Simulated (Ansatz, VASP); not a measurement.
Two plane-wave programs on Sn3Te2O

Contents of INCAR:

```
SYSTEM = Sn3Te2O
  ALGO = Normal
  EDIFF = 1E-6
  ENCUT = 520
  GGA = PE
  ISIF = 2
  ISMEAR = 0
  LASPH = .True.
  LCHARG = .True.
  LELF = .True.
  LREAL = .False.
  LVHAR = .True.
  LWAVE = .False.
  NBANDS = 39
  NELM = 80
  PREC = Accurate
  SIGMA = 0.1
```

KPOINTS

```
k-points
0
Gamma
  3 3 4
  0 0 0
```

The input POSCAR:

```
Sn3Te2O
1.0
    6.2836170200      0.0000000000      0.0000000000
   -3.1418085100      5.4417719700      0.0000000000
    0.0000000000      0.0000000000      4.4134212800
Sn Te O
3 2 1
Direct
    0.5000000000      0.5000000000      0.4595159900
    0.5000000000      0.0000000000      0.4595159900
    0.0000000000      0.5000000000      0.4595159900
    0.6666666700      0.3333333300      0.9631379800
    0.3333333300      0.6666666700      0.9631379800
    0.0000000000      0.0000000000      0.8888130200
```

Input for Ansatz:

```yaml
crystal:
  lattice:
    - [6.28361702, 0.0, 0.0]
    - [-3.14180851, 5.44177197, 0.0]
    - [0.0, 0.0, 4.41342128]
  atoms:
    - { symbol: Sn, position: [0.5, 0.5, 0.45951599] }
    - { symbol: Sn, position: [0.5, 0.0, 0.45951599] }
    - { symbol: Sn, position: [0.0, 0.5, 0.45951599] }
    - { symbol: Te, position: [0.66666667, 0.33333333, 0.96313798] }
    - { symbol: Te, position: [0.33333333, 0.66666667, 0.96313798] }
    - { symbol: O, position: [0.0, 0.0, 0.88881302] }
basis:
  ecutwfc: 420
kpoints:
  mp_grid: { grid: [3, 3, 4] }
hamiltonian:
  xc: pbe
scf:
  occupations: { method: gaussian, width: 0.1 }
  lower_state_search: "off"
output:
  forces: true
  stress: true
  eigenvalues: true
```

Change from the starting cell: species swapped into the ErCo3Ge2 type (P6mm, No. 183).

Alike in both runs: task single point; functional PBE; k mesh 3 × 3 × 4; occupations gaussian, width 0.1 eV; no spin polarisation.

```csv
,VASP,Ansatz
version,VASP 6.6.1,Ansatz 0.2.0
potentials or method,"VASP PAW PBE potentials, release 64 (Sn_d, Te, O), cutoff 520 eV","scalar-relativistic, plane waves, PAW"
valence electrons in the cell,60,80
```

|  | VASP | Ansatz | Ansatz less VASP |
| --- | --- | --- | --- |
| gap on the k mesh at the Fermi level (eV) | none | none | - |
| pressure (GPa) | 15.7 | 15.7 | +0.04 |
| traceless stress, the component that is largest in VASP (GPa) | 6.69 | 6.65 | -0.048 |
| rms of the force components (eV/Å) | 0.152 | 0.152 | -0.0001 |

Atom by atom the forces differ by 0.002 eV/Å (rms over components). A gap of «none» marks a metal or a gap that the smearing closes. With one functional, cell and mesh, what is left measures potentials, basis and numerics. VASP's potentials hold 60 valence electrons a cell and Ansatz's 80, so a difference there can come from the potentials and not from the codes.

The k mesh is coarse, so the values compare programs but aren't converged. Spin-orbit coupling is off throughout.
